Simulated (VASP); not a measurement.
# MgC: single point with PBE

MgC:

```
Mg C
1.0
     2.79495    0.00000    0.00000
     0.00000    2.79495    0.00000
     0.00000    0.00000    2.81553
Mg C
1 1
Direct
  0.00000 0.00000 0.50000
  0.50000 0.50000 0.00000
```

The cell was built from a structure type or drawn by symmetry, and may not be a known phase.

```
Program             : VASP 6.6.1
Task                : single point
Functional          : PBE
Potentials or basis : VASP PAW PBE potentials, release 64 (Mg, C)
Cutoff              : 520 eV
k mesh              : 20 × 20 × 18
Occupations         : gaussian, width 0.1 eV
Spin                : no spin polarisation
```

```
Pressure               : -0.3 GPa
Band gap on the k mesh : zero (bands 3 and 4 overlap by 4.15 eV)
```

Levels at points of the mesh, in eV from the Fermi level:
```
           k point  band 1  band 2  band 3  band 4  band 5  band 6  band 7  band 8
(0.00, 0.00, 0.00)  -12.97    0.86    1.00    1.00    6.02    7.92    8.04   18.29
(0.50, 0.00, 0.00)  -10.54   -6.18    1.68    1.80    8.65   10.49   11.99   13.58
(0.50, 0.50, 0.00)   -8.58   -3.98   -3.98    2.61    2.66   12.26   12.26   13.51
(0.00, 0.00, 0.50)  -10.60   -6.22    1.77    1.77    8.75   10.49   11.99   13.62
(0.50, 0.00, 0.50)   -8.64   -4.03   -4.00    2.58    2.69   12.32   12.40   13.71
(0.50, 0.50, 0.50)   -6.70   -2.42   -2.42   -2.38    4.95    4.95    4.98   12.00
```

Wall time 38 s on 1 thread of Intel(R) Xeon(R) 6975P-C (Granite Rapids) (shared host), peak memory 0.28 GiB.
